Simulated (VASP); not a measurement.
# MnNi2Cl6 (Fm-3m) in VASP: further runs

MnNi2Cl6 is run at these levels: PBE, PBE+U; tasks: single point.

All numbers are computed with VASP 6.6.1; they aren't measurements. Logs are shortened: lines on timing, memory, paths and dates and some standing lists are left out, and cuts for length are marked.

## 1. The cell of the first run

Symmetry: Fm-3m, No. 225, cubic system. The conventional cell has a = 8.989 Å, b = 8.989 Å, c = 8.989 Å, α = 90.00°, β = 90.00°, γ = 90.00°. Cl (site symmetry 4mm) has 1 Mn at 2.12 Å within 2.8 Å. Within 4.2 Å of Ni (site symmetry -43m) lie 12 Cl at 3.18 Å and 4 Mn at 3.89 Å. Within 2.8 Å of Mn (site symmetry m-3m) lie 6 Cl at 2.12 Å.

## 2. Single point, PBE

Contents of INCAR:

```
ALGO = Normal ; EDIFF = 1E-6
ENCUT = 600 ; GGA = PE
GGA_COMPAT = False ; ISIF = 2
ISMEAR = -1 ; LASPH = True
LCHARG = False ; LREAL = False
LWAVE = False ; NBANDS = 48
NELM = 120 ; PREC = Accurate
SIGMA = 0.1
```

Contents of KPOINTS:

```
k-points
0
Gamma
  4 4 4
```

Contents of POSCAR:

```
MnNi2Cl6
1.0
    0.0000000000      4.4947490000      4.4947490000
    4.4947490000      0.0000000000      4.4947490000
    4.4947490000      4.4947490000      0.0000000000
Cl Ni Mn
6 2 1
Direct
    0.7640000000      0.2360000000      0.2360000000
    0.2360000000      0.7640000000      0.2360000000
    0.2360000000      0.7640000000      0.7640000000
    0.7640000000      0.2360000000      0.7640000000
    0.2360000000      0.2360000000      0.7640000000
    0.7640000000      0.7640000000      0.2360000000
    0.2500000000      0.2500000000      0.2500000000
    0.7500000000      0.7500000000      0.7500000000
    0.0000000000      0.0000000000      0.0000000000
```

Potentials or basis: VASP PAW PBE potentials, release 64 (Cl, Ni, Mn_pv).

The run is started by

```console
$ cat potpaw_PBE.64/Cl/POTCAR potpaw_PBE.64/Ni/POTCAR potpaw_PBE.64/Mn_pv/POTCAR > POTCAR
$ mpirun -np 1 vasp_std > vasp.out
```

OUTCAR:

```text
EDIFF = 1E-6
   ENCUT = 600
   GGA = PE
   ISIF = 2
   ISMEAR = -1
   LASPH = True
   LREAL = False
   NELM = 120
   PREC = Accurate

 ion  position               nearest neighbor table
   1  0.764  0.236  0.236-   9 2.12
   2  0.236  0.764  0.236-   9 2.12
   3  0.236  0.764  0.764-   9 2.12
   4  0.764  0.236  0.764-   9 2.12
   5  0.236  0.236  0.764-   9 2.12
   6  0.764  0.764  0.236-   9 2.12
   7  0.250  0.250  0.250-
   8  0.750  0.750  0.750-
   9  0.000  0.000  0.000-   1 2.12   2 2.12   3 2.12   4 2.12   5 2.12   6 2.12

  LATTYP: Found a face centered cubic cell.
 ALAT       =     8.9894980000

  Lattice vectors:

 A1 = (   0.0000000000,   4.4947490000,   4.4947490000)
 A2 = (   4.4947490000,   0.0000000000,   4.4947490000)
 A3 = (   4.4947490000,   4.4947490000,   0.0000000000)

Analysis of symmetry for initial positions (statically):
=====================================================================
 Subroutine PRICEL returns:
 Original cell was already a primitive cell.

 Routine SETGRP: Setting up the symmetry group for a
 face centered cubic supercell.

 Subroutine GETGRP returns: Found 48 space group operations
 (whereof 48 operations were pure point group operations)
 out of a pool of 48 trial point group operations.

The static configuration has the point symmetry O_h .

Analysis of symmetry for dynamics (positions and initial velocities):
=====================================================================
 Subroutine PRICEL returns:
 Original cell was already a primitive cell.

 Routine SETGRP: Setting up the symmetry group for a
 face centered cubic supercell.

 Subroutine GETGRP returns: Found 48 space group operations
 (whereof 48 operations were pure point group operations)
 out of a pool of 48 trial point group operations.

The dynamic configuration has the point symmetry O_h .

 Subroutine INISYM returns: Found 48 space group operations
 (whereof 48 operations are pure point group operations),
 and found     1 'primitive' translations

----------------------------------------------------------------------------------------

                                     Primitive cell

  volume of cell :     181.6127

  direct lattice vectors                    reciprocal lattice vectors
     0.000000000  4.494749000  4.494749000    -0.111240917  0.111240917  0.111240917
[... 89 lines left out ...]
   ISIF   =      2    stress and relaxation
   ISYM   =      2    0-nonsym 1-usesym 2-fastsym
   POTIM  = 0.5000    time-step for ionic-motion
   TEBEG  =    0.0;   TEEND  =   0.0 temperature during run
   PSTRESS=    0.0 pullay stress
   NELECT =      75.0000    total number of electrons
   NUPDOWN=      -1.0000    fix difference up-down
   EMIN   =  10.00;   EMAX   =-10.00  energy-range for DOS
   EFERMI =   0.00;   METHOD = LEGACY
   ISMEAR =    -1;   SIGMA  =   0.10  broadening in eV -4-tet -1-fermi 0-gaus
   EFERMI_NEDOS =   21; number of points for ismear=-14 and -15
   IALGO  =     38    algorithm
   IMIX   =      4    mixing-type and parameters
     AMIX     =   0.40;   BMIX     =  1.00
     AMIX_MAG =   1.60;   BMIX_MAG =  1.00
  volume/ion in A,a.u.               =      20.18       136.18
  Fermi-wavevector in a.u.,A,eV,Ry     =   1.219120  2.303803 20.221709  1.486254
  Thomas-Fermi vector in A             =   2.354383
   LORBIT       =      0    0 simple, 1 ext, 2 COOP (PROOUT), +10 PAW based schemes
   GGA     = PE    functional components
   LHFCALC =     F    Hartree Fock is set to
   AEXX    =    0.0000 exact exchange contribution
   IVDW    =     0    specifies the selected vdW correction
   LEPSILON=     F    determine dielectric tensor
   LRPA    =     F    only Hartree local field effects (RPA)
 non-spin polarized calculation
  energy-cutoff  :      600.00
  volume of cell :      181.61
 maximum number of plane-waves:      6102
 NGX is ok and might be reduce to    54
   NGX = 25   NGY = 25   NGZ = 25

 number of electron      75.0000005 magnetization

 Free energy of the ion-electron system (eV)
  ---------------------------------------------------
  ext. energy  EPLUGINS =         0.00000000
  ---------------------------------------------------
  free energy    TOTEN  =       -29.46917228 eV

  energy without entropy =      -28.78307075  energy(sigma->0) =      -29.12612151

 E-fermi :   3.3766     XC(G=0):  -9.5759

 val. band max:        3.3238478833   @ k =   0.5000   0.2500   0.0000
 cond. band min:       3.3828794115   @ k =  -0.2500   0.2500   0.0000
 fundamental gap:      0.0590315282
 Fermi energy:         3.3766038641

 k-point     1 :       0.0000    0.0000    0.0000
  band No.  band energies     occupation
      1     -45.0381      2.00000
      2     -45.0381      2.00000
      3     -45.0381      2.00000
      4     -12.8867      2.00000
      5     -11.5153      2.00000
      6     -11.5153      2.00000
[... 397 lines left out ...]
     47       9.3971      0.00000
     48       9.8818      0.00000

------------------------ aborting loop because EDIFF is reached ----------------------------------------

  FORCE on cell =-STRESS in cart. coord.  units (eV):
  Direction    XX          YY          ZZ          XY          YZ          ZX
  --------------------------------------------------------------------------------------
  -------------------------------------------------------------------------------------
  Total        6.3459108      6.3459108      6.3459108      0.0000000      0.0000000      0.0000000
  in kB       55.9832637     55.9832637     55.9832637      0.0000000      0.0000000      0.0000000
  external PRESSURE =      55.9832637 kB  Pullay stress =       0.0000000 kB

 VOLUME and BASIS-vectors are now :
 -----------------------------------------------------------------------------
  energy-cutoff  :      600.00
  volume of cell :      181.61
      direct lattice vectors                 reciprocal lattice vectors
     0.000000000  4.494749000  4.494749000    -0.111240917  0.111240917  0.111240917
     4.494749000  0.000000000  4.494749000     0.111240917 -0.111240917  0.111240917
     4.494749000  4.494749000  0.000000000     0.111240917  0.111240917 -0.111240917

 POSITION                                       TOTAL-FORCE (eV/Angst)
 -----------------------------------------------------------------------------------
      2.12152      4.49475      4.49475         1.873910      0.000000      0.000000
      4.49475      2.12152      4.49475        -0.000000      1.873910      0.000000
      6.86798      4.49475      4.49475        -1.873910      0.000000      0.000000
      4.49475      6.86798      4.49475        -0.000000     -1.873910      0.000000
      4.49475      4.49475      2.12152        -0.000000      0.000000      1.873910
      4.49475      4.49475      6.86798        -0.000000      0.000000     -1.873910
      2.24737      2.24737      2.24737         0.000000      0.000000     -0.000000
      6.74212      6.74212      6.74212        -0.000000     -0.000000      0.000000
      0.00000      0.00000      0.00000        -0.000000      0.000000     -0.000000
 -----------------------------------------------------------------------------------
    total drift:                                0.000000     -0.000000      0.000000

  FREE ENERGIE OF THE ION-ELECTRON SYSTEM (eV)
  ---------------------------------------------------
  free  energy   TOTEN  =       -29.4691722760 eV

  energy  without entropy=      -28.7830707489  energy(sigma->0) =      -29.12612151
```

OSZICAR:

```text
N       E                     dE             d eps       ncg     rms          rms(c)
DAV:   1     0.787940671960E+03    0.78794E+03   -0.37732E+04   840   0.174E+03
DAV:   2     0.785975230795E+02   -0.70934E+03   -0.67429E+03   816   0.419E+02
DAV:   3    -0.290009112166E+02   -0.10760E+03   -0.10233E+03   984   0.166E+02
[... 13 lines left out ...]
DAV:  17    -0.294691892144E+02    0.79097E-04   -0.27689E-04  1016   0.111E-01    0.968E-02
DAV:  18    -0.294691750589E+02    0.14155E-04   -0.28701E-05   856   0.321E-02    0.285E-02
DAV:  19    -0.294691802313E+02   -0.51723E-05   -0.77324E-06   744   0.204E-02    0.695E-02
DAV:  20    -0.294691722532E+02    0.79781E-05   -0.12571E-05   752   0.187E-02    0.129E-02
DAV:  21    -0.294691722760E+02   -0.22792E-07   -0.61415E-07   552   0.490E-03
   1 F= -.29469172E+02 E0= -.29126122E+02  d E =-.686102E+00
```

stdout:

```text
POSCAR found type information on POSCAR ClNiMn
 POSCAR found :  3 types and       9 ions
 scaLAPACK will be used
 LDA part: xc-table for (Slater+PW92), standard interpolation
 POSCAR, INCAR and KPOINTS ok, starting setup
 FFT: planning ... GRIDC
 FFT: planning ... GRID_SOFT
 FFT: planning ... GRID
 WAVECAR not read
 entering main loop
```

Run time: 2.6 min. Hardware: 1 thread of Intel Xeon 6975P-C (Granite Rapids), shared host; peak memory 0.45 GiB.

What came out:

```
Free energy            : -29.4692 eV
Pressure               : 5.6 GPa
Largest force          : 1.874 eV/Å
Band gap on the k mesh : zero (an odd number of electrons rules out a gap without spin polarisation)
```

Forces on the atoms (eV/Å):
```
Cl   1.874  0.000  0.000
Cl   0.000  1.874  0.000
Cl  -1.874  0.000  0.000
Cl   0.000 -1.874  0.000
Cl   0.000  0.000  1.874
Cl   0.000  0.000 -1.874
Ni   0.000  0.000  0.000
Ni   0.000  0.000  0.000
Mn   0.000  0.000  0.000
```

Caveat: the cell stands under pressure; an odd number of electrons without spin polarisation forces a metal; a magnetic or distorted state may lie lower; the run has no spin polarisation, though such a crystal can be magnetic; semilocal functionals often make such compounds metallic where correlation or magnetic order opens a gap, which also shifts bond lengths. Spin polarisation is off, so any magnetic state and its effect on volume and gap are missing.

## 3. Single point, PBE+U

Contents of INCAR:

```
SYSTEM = MnNi2Cl6
  ALGO = Normal
  EDIFF = 1E-6
  ENCUT = 600
  GGA = PE
  GGA_COMPAT = .FALSE.
  ISIF = 2
  ISMEAR = -1
  LASPH = .TRUE.
  LCHARG = .FALSE.
  LDAU = .TRUE.
  LDAUJ = 0 0 0
  LDAUL = -1 -1 2
  LDAUPRINT = 1
  LDAUTYPE = 2
  LDAUU = 0 0 2
  LMAXMIX = 4
  LREAL = .FALSE.
  LWAVE = .FALSE.
  NBANDS = 48
  NELM = 200
  PREC = Accurate
  SIGMA = 0.1
```

Contents of KPOINTS:

```
k-points
0
G
  4 4 4
  0 0 0
```

POSCAR is that of step 2.

Potentials or basis: VASP PAW PBE potentials, release 64 (Cl, Ni, Mn_pv).

The run is started by

```console
$ cat potpaw_PBE.64/Cl/POTCAR potpaw_PBE.64/Ni/POTCAR potpaw_PBE.64/Mn_pv/POTCAR > POTCAR
$ mpirun -np 1 vasp_std > vasp.out
```

Run time: 2.6 min. Hardware: 1 thread of Intel Xeon 6975P-C (Granite Rapids), shared host; peak memory 0.43 GiB.

The run converged. Its results:

| Item | Value |
| --- | --- |
| Free energy | -27.0585 eV |
| Pressure | 5.7 GPa |
| Largest force | 1.939 eV/Å |
| Band gap on the k mesh | zero (an odd number of electrons rules out a gap without spin polarisation) |

Forces in eV/Å, atoms in the order of the input:
```
Cl   1.939  0.000  0.000
Cl   0.000  1.939  0.000
Cl  -1.939  0.000  0.000
Cl   0.000 -1.939  0.000
Cl   0.000  0.000  1.939
Cl   0.000  0.000 -1.939
Ni   0.000  0.000  0.000
Ni   0.000  0.000  0.000
Mn   0.000  0.000  0.000
```

Levels at points of the mesh, in eV from the Fermi level:
| k point | band 36 | band 37 | band 38 | band 39 | band 40 | band 41 |
| --- | --- | --- | --- | --- | --- | --- |
| (0.00, 0.00, 0.00) | -0.35 | -0.35 | -0.30 | -0.30 | -0.30 | 0.58 |
| (0.50, 0.00, 0.00) | -0.25 | -0.13 | -0.13 | 0.14 | 0.14 | 2.33 |
| (0.50, 0.50, 0.00) | -0.12 | -0.10 | -0.10 | 0.39 | 0.39 | 2.05 |

Eigenvalues of the final occupation matrices:
```
    site  spin  trace               eigenvalues
site 9 d     1   2.63  0.41 0.41 0.61 0.61 0.61
site 9 d     2   2.63  0.41 0.41 0.61 0.61 0.61
```

Caveat: the cell stands under pressure; an odd number of electrons without spin polarisation forces a metal; a magnetic or distorted state may lie lower; the run has no spin polarisation, though such a crystal can be magnetic; U without spin polarisation on a metal has little footing.

## 4. Single point, PBE

Contents of INCAR:

```
  PREC = Accurate
  ENCUT = 600
  EDIFF = 1E-6
  ISMEAR = -1
  SIGMA = 0.1
  LREAL = False
  LASPH = True
  NELM = 120
  ALGO = Normal
  ISIF = 2
  LWAVE = False
  LCHARG = False
  GGA = PE
  NBANDS = 48
  ISYM = 0
  GGA_COMPAT = False
```

Contents of KPOINTS:

```
Automatic mesh
0
Gamma
  4 4 4
```

POSCAR is that of step 3.

The run is started by

```console
$ cat potpaw_PBE.64/Cl/POTCAR potpaw_PBE.64/Ni/POTCAR potpaw_PBE.64/Mn_pv/POTCAR > POTCAR
$ mpirun -np 1 vasp_std > vasp.out
```

Wall time 11 min (1 thread of Intel Xeon 6975P-C (Granite Rapids), shared host); peak memory 0.62 GiB.

Results (log left out):

```
Free energy            : -29.4692 eV
Pressure               : 5.6 GPa
Largest force          : 1.875 eV/Å
Band gap on the k mesh : zero (an odd number of electrons rules out a gap without spin polarisation)
```

Forces in eV/Å, atoms in the order of the input:
```
Cl   1.875  0.000  0.000
Cl   0.000  1.875  0.000
Cl  -1.875  0.000  0.000
Cl   0.000 -1.875  0.000
Cl   0.000  0.000  1.875
Cl   0.000  0.000 -1.875
Ni   0.000  0.000  0.000
Ni   0.000  0.000  0.000
Mn   0.000  0.000  0.000
```

Levels at points of the mesh, in eV from the Fermi level:
```tsv
k point	band 34	band 35	band 36	band 37	band 38	band 39	band 40	band 41	band 42	band 43
(0.00, 0.00, 0.00)	-0.38	-0.38	-0.34	-0.34	-0.29	-0.29	-0.29	0.53	0.61	2.90
(0.50, 0.00, 0.00)	-0.29	-0.25	-0.25	-0.13	-0.13	0.14	0.14	2.28	2.36	2.54
(0.00, 0.50, 0.00)	-0.29	-0.25	-0.25	-0.13	-0.13	0.14	0.14	2.28	2.36	2.54
(0.00, 0.00, 0.50)	-0.29	-0.25	-0.25	-0.13	-0.13	0.14	0.14	2.28	2.36	2.54
(0.50, 0.50, 0.50)	-0.29	-0.25	-0.25	-0.13	-0.13	0.14	0.14	2.28	2.36	2.54
(0.50, 0.50, 0.00)	-0.24	-0.14	-0.13	-0.10	-0.10	0.39	0.39	1.80	2.79	2.85
(0.00, 0.50, 0.50)	-0.24	-0.14	-0.13	-0.10	-0.10	0.39	0.39	1.80	2.79	2.85
(0.50, 0.00, 0.50)	-0.24	-0.14	-0.13	-0.10	-0.10	0.39	0.39	1.80	2.79	2.85
```

Caveat: the cell stands under pressure; an odd number of electrons without spin polarisation forces a metal; a magnetic or distorted state may lie lower; the run has no spin polarisation, though such a crystal can be magnetic; semilocal functionals often make such compounds metallic where correlation or magnetic order opens a gap, which also shifts bond lengths. With open d or f shells a metallic result of PBE can be an artefact of self-interaction; +U or a hybrid may open a gap.

The gap in the log of VASP goes by the Fermi energy; the results here count the filled bands.